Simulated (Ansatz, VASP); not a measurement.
Os: VASP beside Ansatz

File INCAR:

```
PREC = Accurate
ENCUT = 520
EDIFF = 1E-7
ISMEAR = -1
SIGMA = 0.05
LREAL = False
LASPH = True
NELM = 80
ALGO = Normal
ISIF = 2
LWAVE = False
LCHARG = True
GGA = VW
LELF = True
LVHAR = True
NBANDS = 15
```

Contents of KPOINTS:

```
Automatic mesh
0
Gamma
  11 11 6
```

File POSCAR:

```
Os
1.0
    2.7522071502      0.0000000000      0.0000000000
   -1.3761035751      2.3834813086      0.0000000000
    0.0000000000      0.0000000000      4.3483081185
Os
2
Direct
    0.6666666667      0.3333333333      0.7500000000
    0.3333333333      0.6666666667      0.2500000000
```

File input.yaml:

```yaml
crystal:
  lattice:
    - [2.7522071502, 0.0, 0.0]
    - [-1.3761035751, 2.3834813086, 0.0]
    - [0.0, 0.0, 4.3483081185]
  atoms:
    - { symbol: Os, position: [0.6666666667, 0.3333333333, 0.75] }
    - { symbol: Os, position: [0.3333333333, 0.6666666667, 0.25] }
hamiltonian:
  xc: { exchange: slater, correlation: vwn5 }
  pseudopotentials: { kind: paw }
kpoints:
  mp_grid: { grid: [11, 11, 6] }
scf:
  occupations: { method: fermi_dirac, width: 0.05 }
output:
  forces: true
  stress: true
  eigenvalues: true
  write_density: true
  write_potential: true
  elf: true
  volumetric_format: npy
```

Alike in both runs: task single point; functional SVWN5; k mesh 11 × 11 × 6; occupations fermi-dirac, width 0.05 eV; no spin polarisation.

|  | VASP | Ansatz |
| --- | --- | --- |
| version | VASP 6.6.1 | Ansatz 0.2.0 |
| potentials or method | VASP PAW PBE potentials, release 64 (Os) | Ansatz PAW |
| plane-wave cutoff (eV) | 520 | 420 |
| valence electrons in the cell | 16 | 32 |

VASP gave:

- gap on the k mesh at the Fermi level (eV): none
- pressure (GPa): -15.9
- traceless stress, the component that is largest in VASP (GPa): -0.73

Question: What did Ansatz give for the same quantities?

Answer: gap on the k mesh at the Fermi level (eV): none; pressure (GPa): -16.5; traceless stress, the component that is largest in VASP (GPa): -0.68.

VASP's potentials were made for PBE, not for SVWN5. A gap of «none» marks a metal or a gap that the smearing closes. With one functional, cell and mesh, what is left measures potentials, basis and numerics. VASP's potentials hold 16 valence electrons a cell and Ansatz's 32, so a difference there can come from the potentials and not from the codes.

Neither program's run includes spin-orbit coupling.
